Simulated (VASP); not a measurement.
Crystal: Co.

```
CELL_PARAMETERS angstrom
2.49371 0.00000 0.00000
-1.24686 2.15962 0.00000
0.00000 0.00000 4.03009
ATOMIC_POSITIONS crystal
Co 0.33333 0.66667 0.25000
Co 0.66667 0.33333 0.75000
```

Program: VASP 6.6.1. Alike in all runs: task single point; level PBE; potentials or basis VASP PAW PBE potentials, release 64 (Co); cell as given; k mesh 20 × 20 × 12; cutoff (eV) 520; smearing gaussian 0.05 eV.

Q: Order these runs on this cell by their pressure, lowest first.
A. spin collinear, antiferromagnetic start
B. spin off
C. spin collinear, ferromagnetic start

A: B (-11.8 GPa), A (-7.2 GPa), C (-0.7 GPa).

Caveats: the cell stands under tension (at least some runs); the antiferromagnetic order is the one typed at the start, and another may lie lower (at least some runs).
